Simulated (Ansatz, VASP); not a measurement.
**B: VASP beside Ansatz**

Contents of INCAR:

```
PREC     = Accurate       # precision mode
ENCUT    = 520            # plane-wave cutoff, eV
EDIFF    = 1E-6           # SCF threshold, eV
ISMEAR   = 1              # smearing method
SIGMA    = 0.3            # smearing width, eV
LREAL    = False          # projectors in reciprocal space
LASPH    = True           # aspherical terms in the spheres
NELM     = 80             # most SCF steps
ALGO     = Normal         # electronic algorithm
ISIF     = 2              # what is computed and relaxed
LWAVE    = False          # write WAVECAR
LCHARG   = True           # write CHGCAR
LELF     = True           # ELF
LVHAR    = True         
NBANDS   = 8              # bands
```

KPOINTS

```
regular mesh
0
Gamma
  19 19 8
```

File POSCAR:

```
B
1.0
    1.7080899685      0.0000000000      0.0000000000
   -0.8540449842      1.4792492121      0.0000000000
    0.0000000000      0.0000000000      3.6475009060
B
1
Direct
    0.0000000000      0.0000000000      0.0000000000
```

Input for Ansatz:

```yaml
crystal:
  lattice:
    - [1.708089968459693, 0.0, 0.0]
    - [-0.8540449842298465, 1.4792492120625627, 0.0]
    - [0.0, 0.0, 3.6475009060014325]
  atoms:
    - { symbol: B, position: [0.0, 0.0, 0.0] }
basis:
  ecutwfc: 470.0
kpoints:
  mp_grid:
    grid: [19, 19, 8]
hamiltonian:
  xc: lda
scf:
  mixing:
    algorithm: msr1
  occupations:
    method: cold
    width: 0.3
output:
  stress: true
```

Alike in both runs: task single point; functional LDA; k mesh 19 × 19 × 8; no spin polarisation.

```csv
,VASP,Ansatz
version,VASP 6.6.1,Ansatz 0.2.0
potentials or method,"VASP PAW LDA potentials, release 64 (B), cutoff 520 eV","plane waves, PAW"
occupations,"methfessel-paxton of order 1, width 0.3 eV","cold, width 0.3 eV"
valence electrons in the cell,3,3
```

```tsv
	VASP	Ansatz	Ansatz less VASP
pressure (GPa)	-4.7	-4.7	-0.06
traceless stress, the component that is largest in VASP (GPa)	4.26	4.35	+0.090
```

LDA's correlation is that of Perdew and Zunger in VASP and of Perdew and Wang (1992) in Ansatz.
